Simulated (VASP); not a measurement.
Wanted: the native input for a VASP 6.6.1 run.

| Property | Result |
| --- | --- |
| Task | electric field gradients |
| Functional | LDA |
| Potentials or basis | VASP PAW LDA potentials, release 64 (Sb, Au) |
| Cutoff | 520 eV |
| k mesh | 10 × 10 × 10 |
| Occupations | fermi-dirac, width 0.05 eV |
| Spin | no spin polarisation |
| Dipole correction | no |
| Further INCAR settings | ALGO = Normal; EDIFF = 1e-08; NBANDS = 21 |

The structure of Sb3Au lies in POSCAR:

```
Sb3Au
1.0
   -3.0298327000      3.0298327000      3.0298327000
    3.0298327000     -3.0298327000      3.0298327000
    3.0298327000      3.0298327000     -3.0298327000
Sb Au
3 1
Direct
    0.0000000000      0.5000000000      0.5000000000
    0.5000000000      0.0000000000      0.5000000000
    0.5000000000      0.5000000000      0.0000000000
    0.0000000000      0.0000000000      0.0000000000
```

One way to write it, as run:

INCAR

```
ALGO = Normal ; EDIFF = 1E-8
ENCUT = 520 ; ISIF = 2
ISMEAR = -1 ; LASPH = True
LCHARG = False ; LEFG = True
LREAL = False ; LWAVE = False
NBANDS = 21 ; NELM = 100
PREC = Accurate ; SIGMA = 0.05
```

KPOINTS

```
k-points
0
Gamma
  10 10 10
```

Potentials or basis: VASP PAW LDA potentials, release 64 (Sb, Au).

Command:

```console
$ cat potpaw_LDA.64/Sb/POTCAR potpaw_LDA.64/Au/POTCAR > POTCAR
$ mpirun -np 1 vasp_std > vasp.out
```

It gave:

The pressure is -7.3 GPa, the band gap on the k mesh is zero (bands 13 and 14 overlap by 2.76 eV) and the largest electric field gradient by atom is Sb -3.7; Au +0.0 V/Å².

Caveat: the cell stands under tension; without QUAD_EFG the Cq values of the log hold for a quadrupole moment of 1 mb, not for the nuclei; spin-orbit coupling is left out, which moves the levels of the heavy elements.

Run time: 46 s on 1 thread of Intel(R) Xeon(R) 6975P-C (Granite Rapids), with other jobs on the host, peak memory 0.26 GiB.
